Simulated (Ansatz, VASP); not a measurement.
# One calculation of MnS, two programs

```xyz
2
Lattice="3.0990 0.0000 0.0000 0.0000 3.0990 0.0000 0.0000 0.0000 3.0990" Properties=species:S:1:pos:R:3 pbc="T T T"
Mn    1.5495    1.5495    1.5495
S     0.0000    0.0000    0.0000
```

Alike in both runs: task single point; functional PBEsol; k mesh 7 × 7 × 7; collinear spin.

|  | VASP | Ansatz |
| --- | --- | --- |
| version | VASP 6.6.1 | Ansatz 0.2.0 |
| potentials or method | VASP PAW PBE potentials, release 64 (Mn_pv, S) | plane waves, PAW |
| plane-wave cutoff (eV) | 520 | 420 |
| occupations | methfessel-paxton of order 1, width 0.05 eV | cold, width 0.05 eV |
| valence electrons in the cell | 19 | 21 |

|  | VASP | Ansatz | Ansatz less VASP |
| --- | --- | --- | --- |
| pressure (GPa) | -13.6 | -13.9 | -0.25 |
| net moment per atom (μB) | 1.63 | 1.63 | -0.003 |
| size of the moment on the site where the two differ most (μB) | 0.12 | 0.14 | +0.019 |

VASP's potentials were made for PBE, not for PBEsol. Site moments also hang on the region over which each program counts them. VASP's potentials hold 19 valence electrons a cell and Ansatz's 21, so a difference there can come from the potentials and not from the codes. Ansatz's warnings: given moment on shells, stability check not made.
